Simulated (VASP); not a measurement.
Wanted: the native input for a VASP 6.6.1 run.

```
Task                   : single point
Functional             : PBEsol
Potentials or basis    : VASP PAW PBE potentials, release 64 (Ca_sv)
Cutoff                 : 520 eV
k mesh                 : 10 × 10 × 5
Occupations            : fermi-dirac, width 0.05 eV
Spin                   : no spin polarisation
Dipole correction      : no
Further INCAR settings : ALGO = Normal; EDIFF = 1e-07; NBANDS = 17
```

The structure of Ca lies in POSCAR:

```
Ca
1.0
    3.8374558668      0.0000000000      0.0000000000
   -1.9187279334      3.3233342666      0.0000000000
    0.0000000000      0.0000000000      6.3930240665
Ca
2
Direct
    0.3333333333      0.6666666667      0.2500000000
    0.6666666667      0.3333333333      0.7500000000
```

One way to write it, as run:

INCAR

```
PREC = Accurate
ENCUT = 520
EDIFF = 1E-7
ISMEAR = -1
SIGMA = 0.05
LREAL = False
LASPH = True
NELM = 100
ALGO = Normal
ISIF = 2
LWAVE = False
LCHARG = False
GGA = PS
NBANDS = 17
```

KPOINTS

```
regular mesh
0
Gamma
  10 10 5
```

Potentials or basis: VASP PAW PBE potentials, release 64 (Ca_sv).

Command:

```console
$ cat potpaw_PBE.64/Ca_sv/POTCAR > POTCAR
$ mpirun -np 1 vasp_std > vasp.out
```

Results of the run:

```
Pressure               : 0.0 GPa
Band gap on the k mesh : zero (band 10 reaches 2.23 eV, above the bottom of band 11 at 1.82 eV)
```

Caveat: the PAW data sets were made with another functional, which shifts forces and pressure a little.

Wall time 22 s on 1 thread of Intel(R) Xeon(R) 6975P-C (Granite Rapids), on a shared host, peak memory 0.21 GiB.
